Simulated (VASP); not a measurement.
# InSe in VASP: notebook

Runs on InSe. Level: PBE+D3(BJ). Tasks: single point.

The COD entry that gives the cell may itself be a prediction, so a difference from it is no test against experiment.

Everything below comes from runs of VASP 6.6.1. Logs are shortened: lines on timing, memory, paths and dates and some standing lists are left out, and cuts for length are marked.

## 1. The cell of the first run

The cell holds a slab with vacuum, 4 atoms: a = 4.161 Å, b = 4.161 Å, c = 36.721 Å, α = 90.00°, β = 90.00°, γ = 120.00°.

## 2. Single point, PBE+D3(BJ)

INCAR reads:

```
ALGO = Normal
DIPOL = 0.5 0.5 0.500
EDIFF = 1E-6
ENCUT = 520
GGA = PE
IDIPOL = 3
ISIF = 2
ISMEAR = 0
IVDW = 12
LASPH = True
LCHARG = True
LDIPOL = True
LELF = True
LREAL = False
LVACPOTAV = True
LVHAR = True
LWAVE = False
NBANDS = 27
NELM = 80
PREC = Accurate
SIGMA = 0.02
```

KPOINTS reads:

```
k-points
0
Gamma
  9 9 1
```

POSCAR reads:

```
InSe
1.0
    4.1610000000      0.0000000000      0.0000000000
   -2.0805000000      3.6035317051      0.0000000000
    0.0000000000      0.0000000000     36.7211901288
Se In
2 2
Direct
    0.0000000000      0.0000000000      0.4314289814
    0.0000000000      0.0000000000      0.5685432738
    0.6666666667      0.3333333333      0.4644126644
    0.6666666667      0.3333333333      0.5355596410
```

Potentials or basis: VASP PAW PBE potentials, release 64 (Se, In_d).

Command:

```sh
$ cat potpaw_PBE.64/Se/POTCAR potpaw_PBE.64/In_d/POTCAR > POTCAR
$ mpirun -np 1 vasp_std > vasp.out
```

OUTCAR:

```text
EDIFF = 1E-6
   ENCUT = 520
   GGA = PE
   ISIF = 2
   ISMEAR = 0
   IVDW = 12
   LASPH = True
   LREAL = False
   NELM = 80
   PREC = Accurate
 IVDW          = 12

 ion  position               nearest neighbor table
   1  0.000  0.000  0.431-   3 2.69   3 2.69   3 2.69
   2  0.000  0.000  0.569-   4 2.69   4 2.69   4 2.69
   3  0.667  0.333  0.464-   4 2.61   1 2.69   1 2.69   1 2.69
   4  0.667  0.333  0.536-   3 2.61   2 2.69   2 2.69   2 2.69

  LATTYP: Found a hexagonal cell.
 ALAT       =     4.1610000000
 C/A-ratio  =     8.8250877503

  Lattice vectors:

 A1 = (   4.1610000000,   0.0000000000,   0.0000000000)
 A2 = (  -2.0805000000,   3.6035317051,   0.0000000000)
 A3 = (   0.0000000000,   0.0000000000,  36.7211901288)

Analysis of symmetry for initial positions (statically):
=====================================================================
 Subroutine PRICEL returns:
 Original cell was already a primitive cell.

 Routine SETGRP: Setting up the symmetry group for a
 hexagonal supercell.

 Subroutine GETGRP returns: Found 12 space group operations
 (whereof  6 operations were pure point group operations)
 out of a pool of 24 trial point group operations.

The static configuration has the point symmetry C_3v.
 The point group associated with its full space group is D_3h.

Analysis of symmetry for dynamics (positions and initial velocities):
=====================================================================
 Subroutine PRICEL returns:
 Original cell was already a primitive cell.

 Routine SETGRP: Setting up the symmetry group for a
 hexagonal supercell.

 Subroutine GETGRP returns: Found 12 space group operations
 (whereof  6 operations were pure point group operations)
 out of a pool of 24 trial point group operations.

The dynamic configuration has the point symmetry C_3v.
 The point group associated with its full space group is D_3h.

 Subroutine INISYM returns: Found 12 space group operations
 (whereof  6 operations are pure point group operations),
 and found     1 'primitive' translations

----------------------------------------------------------------------------------------

                                     Primitive cell

  volume of cell :     550.6084

  direct lattice vectors                    reciprocal lattice vectors
     4.161000000  0.000000000  0.000000000     0.240326845  0.138752768  0.000000000
    -2.080500000  3.603531705  0.000000000     0.000000000  0.277505537  0.000000000
     0.000000000  0.000000000 36.721190129     0.000000000  0.000000000  0.027232233

  length of vectors
     4.161000000  4.161000000 36.721190129     0.277505537  0.277505537  0.027232233

  position of ions in fractional coordinates (direct lattice)
     0.000000000  0.000000000  0.431428981
     0.000000000  0.000000000  0.568543274
     0.666666667  0.333333333  0.464412664
     0.666666667  0.333333333  0.535559641

  ion indices of the primitive-cell ions
   primitive index   ion index
                 1           1
                 2           2
                 3           3
                 4           4

----------------------------------------------------------------------------------------

 KPOINTS: k-points

Automatic generation of k-mesh.
 Grid dimensions read from file:
 generate k-points for:    9    9    1

 Generating k-lattice:

  Cartesian coordinates                     Fractional coordinates (reciprocal lattice)
     0.026702983  0.015416974  0.000000000     0.111111111  0.000000000  0.000000000
     0.000000000  0.030833949  0.000000000     0.000000000  0.111111111  0.000000000
     0.000000000  0.000000000  0.027232233     0.000000000  0.000000000  1.000000000

  Length of vectors
     0.030833949  0.030833949  0.027232233

  Shift w.r.t. Gamma in fractional coordinates (k-lattice)
     0.000000000  0.000000000  0.000000000

 Subroutine IBZKPT returns following result:
 ===========================================

 Found     12 irreducible k-points:

 Following reciprocal coordinates:
            Coordinates               Weight
  0.000000  0.000000  0.000000      1.000000
  0.111111 -0.000000  0.000000      6.000000
  0.222222 -0.000000  0.000000      6.000000
  0.333333 -0.000000  0.000000      6.000000
  0.444444 -0.000000  0.000000      6.000000
  0.111111  0.111111  0.000000      6.000000
  0.222222  0.111111  0.000000     12.000000
  0.333333  0.111111  0.000000     12.000000
  0.444444  0.111111  0.000000      6.000000
  0.222222  0.222222  0.000000      6.000000
  0.333333  0.222222  0.000000     12.000000
  0.333333  0.333333  0.000000      2.000000
   k-points           NKPTS =     12   k-points in BZ     NKDIM =     12   number of bands    NBANDS=     27
   number of dos      NEDOS =    301   number of ions     NIONS =      4
   total plane-waves  NPLWV = 286720
   dimension x,y,z NGX =    32 NGY =   32 NGZ =  280
   dimension x,y,z NGXF=    64 NGYF=   64 NGZF=  560
   ions per type =               2   2
   NGX,Y,Z   is equivalent  to a cutoff of  12.79, 12.79, 12.68 a.u.
   NGXF,Y,Z  is equivalent  to a cutoff of  25.57, 25.57, 25.35 a.u.
 SYSTEM =  unknown system
   PREC   = accura    normal or accurate (medium, high low for compatibility)
   ISTART =      0    job   : 0-new  1-cont  2-samecut
   ICHARG =      2    charge: 1-file 2-atom 10-const
   ISPIN  =      1    spin polarized calculation?
   LNONCOLLINEAR =      F non collinear calculations
   LSORBIT =      F    spin-orbit coupling
   LASPH  =      T    aspherical Exc in radial PAW
   ENCUT  =  520.0 eV  38.22 Ry    6.18 a.u.   7.74  7.74 68.28*2*pi/ulx,y,z
   NELM   =     80;   NELMIN=  2; NELMDL= -5     # of ELM steps
   EDIFF  = 0.1E-05   stopping-criterion for ELM
   LREAL  =      F    real-space projection
   EDIFFG = 0.1E-04   stopping-criterion for IOM
   NSW    =      0    number of steps for IOM
   IBRION =     -1    ionic relax: 0-MD 1-quasi-New 2-CG
   NFREE  =      0    steps in history (QN), initial steepest desc. (CG)
   ISIF   =      2    stress and relaxation
   ISYM   =      2    0-nonsym 1-usesym 2-fastsym
   POTIM  = 0.5000    time-step for ionic-motion
   TEBEG  =    0.0;   TEEND  =   0.0 temperature during run
   PSTRESS=    0.0 pullay stress
   NELECT =      38.0000    total number of electrons
   NUPDOWN=      -1.0000    fix difference up-down
   EMIN   =  10.00;   EMAX   =-10.00  energy-range for DOS
   EFERMI =   0.00;   METHOD = LEGACY
   ISMEAR =     0;   SIGMA  =   0.02  broadening in eV -4-tet -1-fermi 0-gaus
   EFERMI_NEDOS =   21; number of points for ismear=-14 and -15
   IALGO  =     38    algorithm
   IMIX   =      4    mixing-type and parameters
     AMIX     =   0.40;   BMIX     =  1.00
     AMIX_MAG =   1.60;   BMIX_MAG =  1.00
  volume/ion in A,a.u.               =     137.65       928.92
  Fermi-wavevector in a.u.,A,eV,Ry     =   0.671514  1.268978  6.135290  0.450931
  Thomas-Fermi vector in A             =   1.747356
   LORBIT       =      0    0 simple, 1 ext, 2 COOP (PROOUT), +10 PAW based schemes
   GGA     = PE    functional components
   LHFCALC =     F    Hartree Fock is set to
   AEXX    =    0.0000 exact exchange contribution
   IVDW    =    12    specifies the selected vdW correction
   LEPSILON=     F    determine dielectric tensor
   LRPA    =     F    only Hartree local field effects (RPA)
 non-spin polarized calculation
 Gauss-broadening in eV      SIGMA  =   0.02
  energy-cutoff  :      520.00
  volume of cell :      550.61
 maximum number of plane-waves:     14869
 NGX is ok and might be reduce to    32
   NGX = 15   NGY = 15   NGZ =137

 dipolmoment           0.000000      0.000000      0.000000 electrons x Angstroem

 number of electron      37.9999996 magnetization

 dipolmoment           0.000000      0.000000     -0.000011 electrons x Angstroem

 Free energy of the ion-electron system (eV)
  ---------------------------------------------------
  ext. energy  EPLUGINS =         0.00000000
  ---------------------------------------------------
  free energy    TOTEN  =       -14.05449248 eV

  energy without entropy =      -14.05449248  energy(sigma->0) =      -14.05449248

 E-fermi :  -3.7240     XC(G=0):  -2.2080

 val. band max:       -3.8439131703   @ k =   0.1111  -0.0000   0.0000
 cond. band min:      -2.7328266924   @ k =   0.0000   0.0000   0.0000
 fundamental gap:      1.1110864779
 Fermi energy:        -3.7239692205

 k-point     1 :       0.0000    0.0000    0.0000
  band No.  band energies     occupation
      1     -18.3388      2.00000
      2     -18.0220      2.00000
      3     -18.0220      2.00000
      4     -17.8674      2.00000
      5     -17.8674      2.00000
      6     -17.8283      2.00000
[... 19 lines left out ...]
     26       2.0387      0.00000
     27       2.0400      0.00000

 k-point     2 :       0.1111   -0.0000    0.0000
  band No.  band energies     occupation
      1     -18.3356      2.00000
      2     -18.0469      2.00000
      3     -18.0228      2.00000
      4     -17.8763      2.00000
      5     -17.8604      2.00000
      6     -17.8603      2.00000
[... 19 lines left out ...]
     26       1.8927      0.00000
     27       2.1785      0.00000

 k-point     3 :       0.2222   -0.0000    0.0000
  band No.  band energies     occupation
      1     -18.3274      2.00000
      2     -18.1074      2.00000
      3     -18.0251      2.00000
      4     -17.9319      2.00000
      5     -17.8922      2.00000
      6     -17.8420      2.00000
[... 19 lines left out ...]
     26       2.1414      0.00000
     27       2.5916      0.00000

 k-point     4 :       0.3333   -0.0000    0.0000
  band No.  band energies     occupation
      1     -18.3177      2.00000
      2     -18.1706      2.00000
      3     -18.0279      2.00000
      4     -17.9997      2.00000
      5     -17.9050      2.00000
      6     -17.8207      2.00000
[... 19 lines left out ...]
     26       2.6407      0.00000
     27       3.2868      0.00000

 k-point     5 :       0.4444   -0.0000    0.0000
  band No.  band energies     occupation
      1     -18.3105      2.00000
      2     -18.2094      2.00000
      3     -18.0384      2.00000
      4     -18.0299      2.00000
      5     -17.9121      2.00000
      6     -17.8065      2.00000
[... 19 lines left out ...]
     26       3.5621      0.00000
     27       3.6408      0.00000

 k-point     6 :       0.1111    0.1111    0.0000
  band No.  band energies     occupation
      1     -18.3298      2.00000
      2     -18.0889      2.00000
      3     -18.0251      2.00000
      4     -17.9110      2.00000
      5     -17.8869      2.00000
      6     -17.8488      2.00000
[... 19 lines left out ...]
     26       2.0609      0.00000
     27       2.4051      0.00000

 k-point     7 :       0.2222    0.1111    0.0000
  band No.  band energies     occupation
      1     -18.3206      2.00000
      2     -18.1486      2.00000
      3     -18.0293      2.00000
      4     -17.9769      2.00000
      5     -17.8978      2.00000
      6     -17.8314      2.00000
[... 19 lines left out ...]
     26       2.4747      0.00000
     27       2.8498      0.00000

 k-point     8 :       0.3333    0.1111    0.0000
  band No.  band energies     occupation
      1     -18.3113      2.00000
      2     -18.1975      2.00000
      3     -18.0332      2.00000
      4     -18.0268      2.00000
      5     -17.9055      2.00000
      6     -17.8157      2.00000
[... 19 lines left out ...]
     26       3.0996      0.00000
     27       3.4397      0.00000

 k-point     9 :       0.4444    0.1111    0.0000
  band No.  band energies     occupation
      1     -18.3069      2.00000
      2     -18.2166      2.00000
      3     -18.0449      2.00000
      4     -18.0347      2.00000
      5     -17.9083      2.00000
      6     -17.8094      2.00000
[... 19 lines left out ...]
     26       3.4680      0.00000
     27       3.9768      0.00000

 k-point    10 :       0.2222    0.2222    0.0000
  band No.  band energies     occupation
      1     -18.3112      2.00000
      2     -18.1909      2.00000
      3     -18.0367      2.00000
      4     -18.0204      2.00000
      5     -17.8992      2.00000
      6     -17.8236      2.00000
[... 19 lines left out ...]
     26       3.0893      0.00000
     27       3.3593      0.00000

 k-point    11 :       0.3333    0.2222    0.0000
  band No.  band energies     occupation
      1     -18.3030      2.00000
      2     -18.2181      2.00000
      3     -18.0458      2.00000
      4     -18.0422      2.00000
      5     -17.8990      2.00000
      6     -17.8196      2.00000
[... 19 lines left out ...]
     26       3.5622      0.00000
     27       3.6813      0.00000

 k-point    12 :       0.3333    0.3333    0.0000
  band No.  band energies     occupation
      1     -18.2985      2.00000
      2     -18.2262      2.00000
      3     -18.0524      2.00000
      4     -18.0466      2.00000
      5     -17.8944      2.00000
      6     -17.8233      2.00000
[... 19 lines left out ...]
     26       3.5500      0.00000
     27       3.8962      0.00000

------------------------ aborting loop because EDIFF is reached ----------------------------------------

 vacuum level on the upper side and lower side of the slab       (xc-potential included)        -0.103        -0.103

 Edisp (eV)   -0.85963

 E8    (eV) :    -0.4159

  FORCE on cell =-STRESS in cart. coord.  units (eV):
  Direction    XX          YY          ZZ          XY          YZ          ZX
  --------------------------------------------------------------------------------------
  -------------------------------------------------------------------------------------
  Total      -1.72294    -1.72294     3.71760     0.00000     0.00000     0.00000
  in kB      -5.01347    -5.01347    10.81759     0.00000     0.00000     0.00000
  external pressure =        0.26 kB  Pullay stress =        0.00 kB

 VOLUME and BASIS-vectors are now :
 -----------------------------------------------------------------------------
  energy-cutoff  :      520.00
  volume of cell :      550.61
      direct lattice vectors                 reciprocal lattice vectors
     4.161000000  0.000000000  0.000000000     0.240326845  0.138752768  0.000000000
    -2.080500000  3.603531705  0.000000000     0.000000000  0.277505537  0.000000000
     0.000000000  0.000000000 36.721190129     0.000000000  0.000000000  0.027232233

 POSITION                                       TOTAL-FORCE (eV/Angst)
 -----------------------------------------------------------------------------------
      0.00000      0.00000     15.84259        -0.000000     -0.000000     -0.104348
      0.00000      0.00000     20.87759        -0.000000      0.000000      0.104348
      2.08050      1.20118     17.05379         0.000000      0.000000     -1.230207
      2.08050      1.20118     19.66639         0.000000      0.000000      1.230207
 -----------------------------------------------------------------------------------
    total drift:                               -0.000001      0.000001     -0.001317

  FREE ENERGIE OF THE ION-ELECTRON SYSTEM (eV)
  ---------------------------------------------------
  free  energy   TOTEN  =       -14.9141245309 eV

  energy  without entropy=      -14.9141245309  energy(sigma->0) =      -14.91412453

 vacuum level on the upper side and lower side of the slab         1.994         1.994
```

It took 3.5 min on 1 thread of Intel Xeon 6975P-C (Granite Rapids), shared host; peak memory 0.65 GiB.

What came out:

| Quantity | Value |
| --- | --- |
| Free energy | -14.9141 eV |
| Largest force | 1.230 eV/Å |
| Band gap on the k mesh | 1.11 eV, indirect (least direct gap 1.20 eV) |
| Dispersion energy per atom | -0.215 eV |
| Ionisation potential of the upper face | 5.84 eV |

Forces on the atoms (eV/Å):
```
Se   0.000  0.000 -0.104
Se   0.000  0.000  0.104
In   0.000  0.000 -1.230
In   0.000  0.000  1.230
```

Caveat: spin-orbit coupling is left out, which moves the levels of the heavy elements.

## 3. Single point, PBE+D3(BJ)

INCAR reads:

```
SYSTEM = InSe
PREC = Accurate
ENCUT = 520
EDIFF = 1E-7
ISMEAR = 0
SIGMA = 0.02
LREAL = .False.
LASPH = .True.
NELM = 80
ALGO = Normal
ISIF = 2
LWAVE = .False.
LCHARG = .False.
LDIPOL = .True.
IDIPOL = 3
DIPOL = 0.5 0.5 0.500
GGA = PE
IVDW = 12
NBANDS = 27
```

KPOINTS reads:

```
Automatic mesh
0
Gamma
  9 9 1
  0 0 0
```

POSCAR reads:

```
InSe
1.0
    4.1610000000      0.0000000000      0.0000000000
   -2.0805000000      3.6035317051      0.0000000000
    0.0000000000      0.0000000000     36.7211901288
Se In
2 2
Direct
    0.0000000000      0.0000000000      0.4282428102
    0.0000000000      0.0000000000      0.5717294451
    0.6666666667      0.3333333333      0.4627593992
    0.6666666667      0.3333333333      0.5372129085
```

Potentials or basis: VASP PAW PBE potentials, release 64 (Se, In_d).

Command:

```sh
$ cat potpaw_PBE.64/Se/POTCAR potpaw_PBE.64/In_d/POTCAR > POTCAR
$ mpirun -np 1 vasp_std > vasp.out
```

Run time: 3.6 min. Hardware: 1 thread of Intel Xeon 6975P-C (Granite Rapids), shared host; peak memory 0.65 GiB.

The run converged. Its results:

* Free energy: -15.0061 eV
* Largest force: 0.618 eV/Å
* Band gap on the k mesh: 1.21 eV, indirect (least direct gap 1.28 eV)
* Dispersion energy per atom: -0.209 eV

Forces in eV/Å, atoms in the order of the input:
```
Se   0.000  0.000  0.240
Se   0.000  0.000 -0.240
In   0.000  0.000 -0.618
In   0.000  0.000  0.618
```

Levels at points of the mesh, in eV from the valence-band top:
```
           k point  band 15  band 16  band 17  band 18  band 19  band 20  band 21  band 22  band 23  band 24
(0.00, 0.00, 0.00)    -0.70    -0.70    -0.61    -0.61    -0.06     1.21     2.45     4.54     4.54     5.54
```

Caveat: spin-orbit coupling is left out, which moves the levels of the heavy elements.

[end of part 1 of 2]
